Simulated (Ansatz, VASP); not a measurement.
# Re in VASP and in Ansatz

The input INCAR:

```
SYSTEM = Re
PREC = Accurate
ENCUT = 520
EDIFF = 1E-8
ISMEAR = -1
SIGMA = 0.03
LREAL = .FALSE.
LASPH = .TRUE.
NELM = 80
ALGO = Normal
ISIF = 2
LWAVE = .FALSE.
LCHARG = .FALSE.
GGA = CA
LEFG = .TRUE.
NBANDS = 10
```

Contents of KPOINTS:

```
Automatic mesh
0
G
  14 14 14
  0 0 0
```

POSCAR

```
Re
1.0
    0.0000000000      1.9945557272      1.9945557272
    1.9945557272      0.0000000000      1.9945557272
    1.9945557272      1.9945557272      0.0000000000
Re
1
Direct
    0.0000000000      0.0000000000      0.0000000000
```

Input for Ansatz:

```yaml
crystal:
  lattice:
    - [0.0, 1.9945557272, 1.9945557272]
    - [1.9945557272, 0.0, 1.9945557272]
    - [1.9945557272, 1.9945557272, 0.0]
  atoms:
    - { symbol: Re, position: [0.0, 0.0, 0.0] }
kpoints:
  mp_grid: { grid: [14, 14, 14] }
scf:
  occupations: { method: fermi_dirac, width: 0.03 }
hamiltonian:
  xc: lda
  pseudopotentials: { kind: paw }
output:
  forces: true
  stress: true
  eigenvalues: true
  efg: { contact_densities: true }
```

Change from the starting cell: volume scaled by 1.03, PAW files.

Alike in both runs: task electric field gradients; functional LDA; k mesh 14 × 14 × 14; occupations fermi-dirac, width 0.03 eV; no spin polarisation.

|  | VASP | Ansatz |
| --- | --- | --- |
| version | VASP 6.6.1 | Ansatz 0.2.0 |
| potentials or method | VASP PAW LDA potentials, release 64 (Re) | PAW with Ansatz's default frozen-core files, scalar-relativistic |
| plane-wave cutoff (eV) | 520 | 420 |
| valence electrons in the cell | 7 | 15 |

VASP gave:

| Item | Value |
| --- | --- |
| pressure (GPa) | -31.4 |

Question: Estimate Ansatz's values.

Answer: Pressure (GPa): -31.9.

LDA's correlation is that of Perdew and Zunger in VASP and of Perdew and Wang (1992) in Ansatz. Both programs put the cell under strong tension, so it lies far from rest at this level. VASP's potentials hold 7 valence electrons a cell and Ansatz's 15, so a difference there can come from the potentials and not from the codes.

Neither program's run includes spin-orbit coupling. Noted on VASP's run: the cell as given lies far from equilibrium.
